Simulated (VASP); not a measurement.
Write the native input for VASP 6.6.1 that does the following.

```
Task                   : single point
Functional             : PBE
Potentials or basis    : VASP PAW PBE potentials, release 64 (Ca_sv, O)
Cutoff                 : 600 eV
k mesh                 : 14 × 14 × 14
Occupations            : gaussian, width 0.02 eV
Spin                   : no spin polarisation
Dipole correction      : no
Further INCAR settings : ALGO = Normal; EDIFF = 1e-06; NBANDS = 15
```

The structure of CaO lies in POSCAR:

```
CaO
1.0
    0.0000000000      2.1567859996      2.1567859996
    2.1567859996      0.0000000000      2.1567859996
    2.1567859996      2.1567859996      0.0000000000
Ca O
1 1
Direct
    0.0000000000      0.0000000000      0.0000000000
    0.5000000000      0.5000000000      0.5000000000
```

These files were run (other wordings do the same):

INCAR

```
PREC = Accurate ; ENCUT = 600
EDIFF = 1E-6 ; ISMEAR = 0
SIGMA = 0.02 ; LREAL = False
LASPH = True ; NELM = 120
ALGO = Normal ; ISIF = 2
LWAVE = False ; LCHARG = False
GGA = PE ; NBANDS = 15
GGA_COMPAT = False
```

KPOINTS

```
Automatic mesh
0
Gamma
  14 14 14
```

Potentials or basis: VASP PAW PBE potentials, release 64 (Ca_sv, O).

The run is started by

```bash
$ cat potpaw_PBE.64/Ca_sv/POTCAR potpaw_PBE.64/O/POTCAR > POTCAR
$ mpirun -np 1 vasp_std > vasp.out
```

It gave:

| Item | Value |
| --- | --- |
| Pressure | 77.1 GPa |
| Band gap on the k mesh | 3.23 eV (least direct gap 3.40 eV) |

Caveat: the cell stands under pressure.

Wall time 14 s on 1 thread of AMD EPYC 9R45 96-Core Processor (Zen 5), with other jobs on the host, peak memory 0.14 GiB.
